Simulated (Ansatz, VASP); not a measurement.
**Ge in VASP and in Ansatz**

```
CELL_PARAMETERS angstrom
4.02200 0.00000 0.00000
-2.01100 3.48315 0.00000
0.00000 0.00000 28.00000
ATOMIC_POSITIONS crystal
Ge 0.33333 0.66667 0.50255
Ge 0.66667 0.33333 0.49745
```

Alike in both runs: task single point; functional LDA; k mesh 12 × 12 × 1; occupations gaussian, width 0.1 eV; no spin polarisation.

```csv
,VASP,Ansatz
version,VASP 6.6.1,Ansatz 0.2.0
potentials or method,"VASP PAW LDA potentials, release 64 (Ge_d), cutoff 520 eV","scalar-relativistic, plane waves, PAW"
valence electrons in the cell,28,28
```

VASP gave:

```
gap on the k mesh at the Fermi level (eV) : none
rms of the force components (eV/Å)        : 0.174
```

Task: Which values does Ansatz return?

Result: gap on the k mesh at the Fermi level (eV): none; rms of the force components (eV/Å): 0.177.

Ansatz warns that its potentials were made for another functional, while VASP's fit it. LDA's correlation is that of Perdew and Zunger in VASP and of Perdew and Wang (1992) in Ansatz. Atom by atom the forces differ by 0.003 eV/Å (rms over components). A gap of «none» marks a metal or a gap that the smearing closes.
